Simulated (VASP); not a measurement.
BiB: single point with PBEsol

The system is BiB.

```
B Bi
1.0
     0.00000    2.62683    2.62683
     2.62683    0.00000    2.62683
     2.62683    2.62683    0.00000
B Bi
1 1
Cartesian
  0.0000 0.0000 0.0000
  2.6268 2.6268 2.6268
```

- Program: VASP 6.6.1
- Task: single point
- Functional: PBEsol
- Potentials or basis: VASP PAW PBE potentials, release 64 (B, Bi_d)
- Cutoff: 500 eV
- k mesh: 6 × 6 × 6
- Occupations: fermi-dirac, width 0.02 eV
- Spin: collinear spin, zero start
- Starting moments: [0.0, 0.0] μB
- Dipole correction: no
- Further INCAR settings: ALGO = Normal; EDIFF = 1e-06; NBANDS = 20

```yaml
Pressure: -2.1 GPa
Band_gap_on_the_k_mesh: zero (filled and empty bands overlap)
Net_moment: 0.00 μB per cell
Valence_electrons_inside_the_program's_atomic_spheres: B 1.56; Bi 12.80
```

Levels at points of the mesh, in eV from the Fermi level:
Spin up:
```
           k point  band 5  band 6  band 7  band 8  band 9  band 10  band 11  band 12  band 13  band 14
(0.00, 0.00, 0.00)  -22.74  -14.25   -0.10   -0.10   -0.10     0.14     6.57     6.57     6.57     8.38
(0.50, 0.00, 0.00)  -22.68  -11.43   -8.38    1.04    1.04     1.83     1.83     2.80     2.83    10.62
(0.50, 0.50, 0.00)  -22.66  -10.48   -6.24   -4.02   -2.94    -2.94     3.92     8.46     8.46     9.18
```
Spin down:
```tsv
k point	band 6	band 7	band 8	band 9	band 10	band 11	band 12	band 13
(0.00, 0.00, 0.00)	-14.25	-0.10	-0.10	-0.10	0.14	6.57	6.57	6.57
(0.50, 0.00, 0.00)	-11.43	-8.38	1.04	1.04	1.83	1.83	2.80	2.83
(0.50, 0.50, 0.00)	-10.48	-6.24	-4.02	-2.94	-2.94	3.92	8.46	8.46
```

It took 24 s on 1 thread of Intel(R) Xeon(R) Platinum 8488C (Sapphire Rapids), with other jobs on the host, peak memory 0.18 GiB.

Caveat: the PAW data sets were made with another functional, which shifts forces and pressure a little; spin-orbit coupling is left out, which moves the levels of the heavy elements.
